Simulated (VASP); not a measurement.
Here is a VASP 6.6.1 calculation.

INCAR

```
SYSTEM = CdSe
ALGO     = Normal         ! electronic algorithm
EDIFF    = 1E-6           ! SCF threshold, eV
ENCUT    = 520            ! plane-wave cutoff, eV
GGA      = PE             ! functional
ISIF     = 2              ! what is computed and relaxed
ISMEAR   = 0              ! smearing method
LASPH    = .True.         ! aspherical terms in the spheres
LCHARG   = .True.         ! write CHGCAR
LELF     = .True.         ! ELF
LREAL    = .False.        ! projectors in reciprocal space
LVHAR    = .True.       
LWAVE    = .False.        ! write WAVECAR
NBANDS   = 16             ! bands
NELM     = 60             ! most SCF steps
PREC     = Accurate       ! precision mode
SIGMA    = 0.05           ! smearing width, eV
```

KPOINTS

```
k-points
0
Gamma
  12 12 12
  0 0 0
```

Contents of POSCAR:

```
CdSe
1.0
    0.0000000000      3.0702712000      3.0702712000
    3.0702712000      0.0000000000      3.0702712000
    3.0702712000      3.0702712000      0.0000000000
Cd Se
1 1
Direct
    0.0000000000      0.0000000000      0.0000000000
    0.2500000000      0.2500000000      0.2500000000
```

Potentials or basis: VASP PAW PBE potentials, release 64 (Cd, Se).

Run with:

```sh
$ cat potpaw_PBE.64/Cd/POTCAR potpaw_PBE.64/Se/POTCAR > POTCAR
$ mpirun -np 1 vasp_std > vasp.out
```

Predict the band gap on the k mesh.

0.55 eV, direct.

Estimate the pressure.

1.6 GPa.

As with any semilocal functional, this PBE gap is likely too small.
